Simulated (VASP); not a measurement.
# K (I4_1/amd) in VASP: notebook, part 3 of 3

VASP 6.6.1. The steps go on from the part before.

**5. Single point, PBE+D3(BJ)**

File INCAR:

```
SYSTEM = K
  PREC = Accurate
  ENCUT = 520
  EDIFF = 1E-7
  ISMEAR = -1
  SIGMA = 0.2585199978643553
  LREAL = .FALSE.
  LASPH = .TRUE.
  NELM = 60
  ALGO = Normal
  ISIF = 2
  LWAVE = .FALSE.
  LCHARG = .FALSE.
  GGA = PE
  IVDW = 12
  NBANDS = 16
  NELECT = 17.0
```

File KPOINTS:

```
Automatic mesh
0
G
  6 6 6
  0 0 0
```

File POSCAR:

```
K
1.0
   -2.2081090471      2.2081090471      8.0458679461
    2.2081090471     -2.2081090471      8.0458679461
    2.2081090471      2.2081090471     -8.0458679461
K
2
Direct
    0.2500000000      0.7500000000      0.5000000000
    0.5000000000      0.5000000000      0.0000000000
```

Potentials or basis: VASP PAW PBE potentials, release 64 (K_sv).

On the command line:

```sh
$ cat potpaw_PBE.64/K_sv/POTCAR > POTCAR
$ mpirun -np 1 vasp_std > vasp.out
```

OUTCAR:

```text
SYSTEM = K
   PREC = Accurate
   ENCUT = 520
   EDIFF = 1E-7
   ISMEAR = -1
   LREAL = .FALSE.
   LASPH = .TRUE.
   NELM = 60
   ISIF = 2
   GGA = PE
   IVDW = 12
   NELECT = 17.0
 IVDW          = 12

 ion  position               nearest neighbor table
   1  0.250  0.750  0.500-
   2  0.500  0.500  0.000-

  LATTYP: Found a body centered tetragonal cell.
 ALAT       =     4.4162180942
 C/A-ratio  =     3.6437819757

  Lattice vectors:

 A1 = (  -2.2081090471,   2.2081090471,   8.0458679461)
 A2 = (   2.2081090471,  -2.2081090471,   8.0458679461)
 A3 = (   2.2081090471,   2.2081090471,  -8.0458679461)

Analysis of symmetry for initial positions (statically):
=====================================================================
 Subroutine PRICEL returns:
 Original cell was already a primitive cell.

 Routine SETGRP: Setting up the symmetry group for a
 body centered tetragonal supercell.

 Subroutine GETGRP returns: Found 16 space group operations
 (whereof  8 operations were pure point group operations)
 out of a pool of 16 trial point group operations.

The static configuration has the point symmetry D_2d.
 The point group associated with its full space group is D_4h.

Analysis of symmetry for dynamics (positions and initial velocities):
=====================================================================
 Subroutine PRICEL returns:
 Original cell was already a primitive cell.

 Routine SETGRP: Setting up the symmetry group for a
 body centered tetragonal supercell.

 Subroutine GETGRP returns: Found 16 space group operations
 (whereof  8 operations were pure point group operations)
 out of a pool of 16 trial point group operations.

The dynamic configuration has the point symmetry D_2d.
 The point group associated with its full space group is D_4h.

 Subroutine INISYM returns: Found 16 space group operations
 (whereof  8 operations are pure point group operations),
 and found     1 'primitive' translations

----------------------------------------------------------------------------------------

                                     Primitive cell

  volume of cell :     156.9184

  direct lattice vectors                    reciprocal lattice vectors
    -2.208109047  2.208109047  8.045867946     0.000000000  0.226438092  0.062143700
     2.208109047 -2.208109047  8.045867946     0.226438092  0.000000000  0.062143700
     2.208109047  2.208109047 -8.045867946     0.226438092  0.226438092  0.000000000

  length of vectors
     8.630613080  8.630613080  8.630613080     0.234810666  0.234810666  0.320231821

  position of ions in fractional coordinates (direct lattice)
     0.250000000  0.750000000  0.500000000
     0.500000000  0.500000000  0.000000000

  ion indices of the primitive-cell ions
   primitive index   ion index
                 1           1
                 2           2

----------------------------------------------------------------------------------------

 KPOINTS: Automatic mesh

Automatic generation of k-mesh.
 Grid dimensions read from file:
 generate k-points for:    6    6    6

 Generating k-lattice:

  Cartesian coordinates                     Fractional coordinates (reciprocal lattice)
     0.000000000  0.037739682  0.010357283     0.166666667  0.000000000  0.000000000
     0.037739682  0.000000000  0.010357283     0.000000000  0.166666667  0.000000000
     0.037739682  0.037739682  0.000000000     0.000000000  0.000000000  0.166666667

  Length of vectors
     0.039135111  0.039135111  0.053371970

  Shift w.r.t. Gamma in fractional coordinates (k-lattice)
     0.000000000  0.000000000  0.000000000

 Subroutine IBZKPT returns following result:
 ===========================================

 Found     30 irreducible k-points:

 Following reciprocal coordinates:
            Coordinates               Weight
  0.000000  0.000000  0.000000      1.000000
  0.166667  0.000000  0.000000      8.000000
  0.333333 -0.000000  0.000000      8.000000
  0.500000  0.000000 -0.000000      4.000000
  0.166667  0.166667  0.000000      8.000000
  0.333333  0.166667  0.000000     16.000000
[... 16 lines left out ...]
 -0.333333 -0.333333  0.166667      8.000000
 -0.166667 -0.333333  0.166667      8.000000
 [... further k-points ...]
   k-points           NKPTS =     30   k-points in BZ     NKDIM =     30   number of bands    NBANDS=     16
   number of dos      NEDOS =    301   number of ions     NIONS =      2
   total plane-waves  NPLWV = 262144
   dimension x,y,z NGX =    64 NGY =   64 NGZ =   64
   dimension x,y,z NGXF=   128 NGYF=  128 NGZF=  128
   ions per type =               2
   NGX,Y,Z   is equivalent  to a cutoff of  12.33, 12.33, 12.33 a.u.
   NGXF,Y,Z  is equivalent  to a cutoff of  24.66, 24.66, 24.66 a.u.
 SYSTEM =  K
   PREC   = accura    normal or accurate (medium, high low for compatibility)
   ISTART =      0    job   : 0-new  1-cont  2-samecut
   ICHARG =      2    charge: 1-file 2-atom 10-const
   ISPIN  =      1    spin polarized calculation?
   LNONCOLLINEAR =      F non collinear calculations
   LSORBIT =      F    spin-orbit coupling
   LASPH  =      T    aspherical Exc in radial PAW
   ENCUT  =  520.0 eV  38.22 Ry    6.18 a.u.  16.05 16.05 16.05*2*pi/ulx,y,z
   NELM   =     60;   NELMIN=  2; NELMDL= -5     # of ELM steps
   EDIFF  = 0.1E-06   stopping-criterion for ELM
   LREAL  =      F    real-space projection
   EDIFFG = 0.1E-05   stopping-criterion for IOM
   NSW    =      0    number of steps for IOM
   IBRION =     -1    ionic relax: 0-MD 1-quasi-New 2-CG
   NFREE  =      0    steps in history (QN), initial steepest desc. (CG)
   ISIF   =      2    stress and relaxation
   ISYM   =      2    0-nonsym 1-usesym 2-fastsym
   POTIM  = 0.5000    time-step for ionic-motion
   TEBEG  =    0.0;   TEEND  =   0.0 temperature during run
   PSTRESS=    0.0 pullay stress
   NELECT =      17.0000    total number of electrons
   NUPDOWN=      -1.0000    fix difference up-down
   EMIN   =  10.00;   EMAX   =-10.00  energy-range for DOS
   EFERMI =   0.00;   METHOD = LEGACY
   ISMEAR =    -1;   SIGMA  =   0.26  broadening in eV -4-tet -1-fermi 0-gaus
   EFERMI_NEDOS =   21; number of points for ismear=-14 and -15
   IALGO  =     38    algorithm
   IMIX   =      4    mixing-type and parameters
     AMIX     =   0.40;   BMIX     =  1.00
     AMIX_MAG =   1.60;   BMIX_MAG =  1.00
  volume/ion in A,a.u.               =      78.46       529.47
  Fermi-wavevector in a.u.,A,eV,Ry     =   0.780429  1.474796  8.286884  0.609069
  Thomas-Fermi vector in A             =   1.883738
   LORBIT       =      0    0 simple, 1 ext, 2 COOP (PROOUT), +10 PAW based schemes
   GGA     = PE    functional components
   LHFCALC =     F    Hartree Fock is set to
   AEXX    =    0.0000 exact exchange contribution
   IVDW    =    12    specifies the selected vdW correction
   LEPSILON=     F    determine dielectric tensor
   LRPA    =     F    only Hartree local field effects (RPA)
 non-spin polarized calculation
  energy-cutoff  :      520.00
  volume of cell :      156.92
 maximum number of plane-waves:      4246
   NGX = 33   NGY = 33   NGZ = 33

 number of electron      17.0000000 magnetization

 Free energy of the ion-electron system (eV)
  ---------------------------------------------------
  ext. energy  EPLUGINS =         0.00000000
  ---------------------------------------------------
  free energy    TOTEN  =        -1.83791185 eV

  energy without entropy =       -1.58754347  energy(sigma->0) =       -1.71272766

 E-fermi :  -0.3393     XC(G=0):  -4.8600

 val. band max:       -0.4234743770   @ k =  -0.1667   0.5000   0.1667
 cond. band min:      -0.3159833694   @ k =   0.3333   0.1667   0.0000
 fundamental gap:      0.1074910077
 Fermi energy:        -0.3392645253

 k-point     1 :       0.0000    0.0000    0.0000
  band No.  band energies     occupation
      1     -32.3032      2.00000
      2     -32.2999      2.00000
      3     -15.8159      2.00000
      4     -15.7541      2.00000
      5     -15.7541      2.00000
      6     -15.7529      2.00000
[... 8 lines left out ...]
     15       5.0349      0.00000
     16       5.0364      0.00000
[... 419 lines left out ...]
 k-point    24 :      -0.1667   -0.3333    0.1667
  band No.  band energies     occupation
      1     -32.3019      2.00000
      2     -32.2997      2.00000
      3     -15.8043      2.00000
      4     -15.7733      2.00000
      5     -15.7641      2.00000
      6     -15.7599      2.00000
[... 8 lines left out ...]
     15       4.2863      0.00000
     16       4.8482      0.00000

 [... further k-points ...]

------------------------ aborting loop because EDIFF is reached ----------------------------------------

 Edisp (eV)   -0.20587

 E8    (eV) :    -0.1097

  FORCE on cell =-STRESS in cart. coord.  units (eV):
  Direction    XX          YY          ZZ          XY          YZ          ZX
  --------------------------------------------------------------------------------------
  -------------------------------------------------------------------------------------
  Total      -2.19900    -2.19900    -2.17508     0.00000    -0.00000     0.00000
  in kB     -22.45236   -22.45236   -22.20813     0.00000    -0.00000     0.00000
  external pressure =      -22.37 kB  Pullay stress =        0.00 kB

 VOLUME and BASIS-vectors are now :
 -----------------------------------------------------------------------------
  energy-cutoff  :      520.00
  volume of cell :      156.92
      direct lattice vectors                 reciprocal lattice vectors
    -2.208109047  2.208109047  8.045867946     0.000000000  0.226438092  0.062143700
     2.208109047 -2.208109047  8.045867946     0.226438092  0.000000000  0.062143700
     2.208109047  2.208109047 -8.045867946     0.226438092  0.226438092  0.000000000

 POSITION                                       TOTAL-FORCE (eV/Angst)
 -----------------------------------------------------------------------------------
      2.20811      0.00000      4.02293         0.000000     -0.000000      0.000000
      0.00000      0.00000      8.04587        -0.000000      0.000000     -0.000000
 -----------------------------------------------------------------------------------
    total drift:                                0.000000     -0.000000      0.000000

  FREE ENERGIE OF THE ION-ELECTRON SYSTEM (eV)
  ---------------------------------------------------
  free  energy   TOTEN  =        -2.0437852015 eV

  energy  without entropy=       -1.7934168290  energy(sigma->0) =       -1.91860102
```

Run time: 3.4 min. Hardware: 1 thread of Intel Xeon Platinum 8488C (Sapphire Rapids), shared host; peak memory 0.53 GiB.

What came out:

| Property | Result |
| --- | --- |
| Free energy | -2.0438 eV |
| Dispersion energy per atom | -0.103 eV |

Levels at points of the mesh, in eV from the Fermi level:
| k point | band 4 | band 5 | band 6 | band 7 | band 8 | band 9 | band 10 | band 11 | band 12 | band 13 |
| --- | --- | --- | --- | --- | --- | --- | --- | --- | --- | --- |
| (0.00, 0.00, 0.00) | -15.41 | -15.41 | -15.41 | -15.41 | -15.41 | -1.30 | 0.96 | 1.23 | 3.74 | 3.74 |
| (0.50, 0.00, 0.00) | -15.48 | -15.45 | -15.42 | -15.41 | -15.40 | 0.74 | 0.99 | 1.72 | 2.00 | 3.13 |
| (0.50, 0.50, 0.00) | -15.47 | -15.47 | -15.47 | -15.43 | -15.43 | 2.11 | 2.11 | 2.66 | 2.66 | 3.29 |
| (0.50, 0.50, 0.50) | -15.45 | -15.42 | -15.42 | -15.41 | -15.41 | -0.65 | -0.65 | 3.08 | 3.08 | 3.87 |

Caveat: the cell carries a net charge on a neutralising background, which shifts energy and pressure; the cell is charged against a uniform background, so pressure and absolute levels hang on convention.

**6. The runs side by side**

| k mesh | smearing | gap on the mesh (eV) | pressure (GPa) |
| --- | --- | --- | --- |
| 3 × 3 × 5 | gaussian 0.1 eV | none | -0.1 |
| 6 × 6 × 6 | methfessel-paxton 0.052 eV | none | -0.1 |
| 6 × 6 × 6 | gaussian 0.1 eV | none | -0.1 |

Alike in all rows: task single point; level PBE; potentials or basis VASP PAW PBE potentials, release 64 (K_sv); no spin polarisation; cell as given; cutoff (eV) 520.

Caveats: some runs use coarse meshes.

Total energies depend on the potentials used, so only differences within one code and one set of settings carry meaning.
